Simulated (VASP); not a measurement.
Here is a VASP 6.6.1 calculation.

File INCAR:

```
SYSTEM = FePb
  PREC = Accurate
  ENCUT = 600
  EDIFF = 1E-6
  ISMEAR = 0
  SIGMA = 0.1
  LREAL = .False.
  LASPH = .True.
  NELM = 150
  ALGO = Normal
  ISIF = 3
  LWAVE = .False.
  LCHARG = .False.
  ISPIN = 2
  MAGMOM = 3 0
  LORBIT = 11
  LMAXMIX = 4
  GGA = PE
  IBRION = 2
  NSW = 80
  EDIFFG = -0.01
```

The input KPOINTS:

```
Automatic mesh
0
Gamma
  12 12 12
  0 0 0
```

The input POSCAR:

```
FePb
1.0
    3.3986417989      0.0000000000      0.0000000000
    0.0000000000      3.3986417989      0.0000000000
    0.0000000000      0.0000000000      3.3986417989
Fe Pb
1 1
Direct
    0.0000000000      0.0000000000      0.0000000000
    0.5000000000      0.5000000000      0.5000000000
```

Potentials or basis: VASP PAW PBE potentials, release 64 (Fe, Pb_d).

The run is started by

```sh
$ cat potpaw_PBE.64/Fe/POTCAR potpaw_PBE.64/Pb_d/POTCAR > POTCAR
$ mpirun -np 1 vasp_std > vasp.out
```

Question: Predict the relaxed cell.

Answer: a = 3.396 Å, b = 3.396 Å, c = 3.396 Å, α = 90.00°, β = 90.00°, γ = 90.00°.

Question: What does it give for the relaxed volume?

Answer: 19.58 Å³/atom.

Question: Predict the space group after relaxing (to 0.1 Å).

Answer: Pm-3m (No. 221).

Question: Estimate the site moments.

Answer: Fe +2.66; Pb -0.06 μB.

Final structure:
```
Fe Pb
1.0
     3.39600    0.00000    0.00000
     0.00000    3.39600    0.00000
     0.00000    0.00000    3.39600
Fe Pb
1 1
Direct
  0.00000 0.00000 0.00000
  0.50000 0.50000 0.50000
```
